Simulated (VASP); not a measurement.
Rh: single point with LDA

Crystal: Rh.

```
CELL_PARAMETERS angstrom
0.00000 1.90155 1.90155
1.92057 0.00000 1.90155
1.92057 1.90155 0.00000
ATOMIC_POSITIONS crystal
Rh 0.00000 0.00000 0.00000
```

This cell differs from its parent crystal: strain +0.0100 x Voigt [1, 0, 0, 0, 0, 0].

```json
{
 "Program": "VASP 6.6.1",
 "Task": "single point",
 "Functional": "LDA",
 "Potentials or basis": "VASP PAW LDA potentials, release 64 (Rh_pv)",
 "Cutoff": "520 eV",
 "k mesh": "22 × 22 × 22",
 "Occupations": "gaussian, width 0.15 eV",
 "Spin": "no spin polarisation"
}
```

The pressure is -12.8 GPa.

Stress tensor (GPa, compression positive):
```
-14.39   0.00   0.00
  0.00 -12.01   0.00
  0.00   0.00 -12.01
```

Levels at points of the mesh, in eV from the Fermi level:
```csv
k point,band 5,band 6,band 7,band 8,band 9,band 10
"(0.00, 0.00, 0.00)",-3.13,-3.02,-3.02,-1.03,-0.90,15.96
"(0.50, 0.00, 0.00)",-3.18,-3.07,0.55,0.60,0.71,8.48
"(0.50, 0.50, 0.00)",-5.89,0.55,0.93,1.03,3.26,12.21
"(0.00, 0.50, 0.50)",-5.89,0.56,0.97,0.97,3.05,11.93
```

It took 53 s on 1 thread of Intel(R) Xeon(R) 6975P-C (Granite Rapids) (shared host), peak memory 0.24 GiB.

Caveat: the cell differs from its parent crystal (strain +0.0100 x Voigt [1, 0, 0, 0, 0, 0]).
